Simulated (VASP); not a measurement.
Input of a VASP 6.6.1 run:

Contents of INCAR:

```
ALGO = Normal
DIPOL = 0.5 0.5 0.330
EDIFF = 1E-7
ENCUT = 520
GGA = CA
IDIPOL = 3
ISIF = 2
ISMEAR = 0
LASPH = T
LCHARG = T
LDIPOL = T
LELF = T
LREAL = F
LVACPOTAV = T
LVHAR = T
LWAVE = F
NBANDS = 15
NELM = 60
PREC = Accurate
SIGMA = 0.1
```

File KPOINTS:

```
k-points
0
Gamma
  8 5 1
```

File POSCAR:

```
Mg4O
1.0
    3.1466128697      0.0000000000      0.0000000000
    0.0000000000      5.0388886589      0.0000000000
    0.0000000000      0.0000000000     20.5846139733
Mg O
4 1
Direct
    0.0000000000      0.7500000000      0.1943198937
    0.5000000000      0.2500000000      0.2384474589
    0.5000000000      0.7500000000      0.3306067122
    0.0000000000      0.2500000000      0.3684603453
    0.2500000000      0.5000000000      0.5205156622
```

Potentials or basis: VASP PAW LDA potentials, release 64 (Mg, O).

The run is started by

```sh
$ cat potpaw_LDA.64/Mg/POTCAR potpaw_LDA.64/O/POTCAR > POTCAR
$ mpirun -np 1 vasp_std > vasp.out
```

Q: What does it give for the band gap on the k mesh?

A: Zero (band 7 reaches -3.60 eV, above the bottom of band 8 at -3.77 eV).

Q: What does it give for the largest force?

A: 1.150 eV/Å.

Forces on the atoms (eV/Å):
```
Mg   0.001 -0.035  0.237
Mg   0.010  0.023 -0.014
Mg  -0.012 -0.005  0.044
Mg   0.046  0.185  0.869
O   -0.046 -0.168 -1.137
```
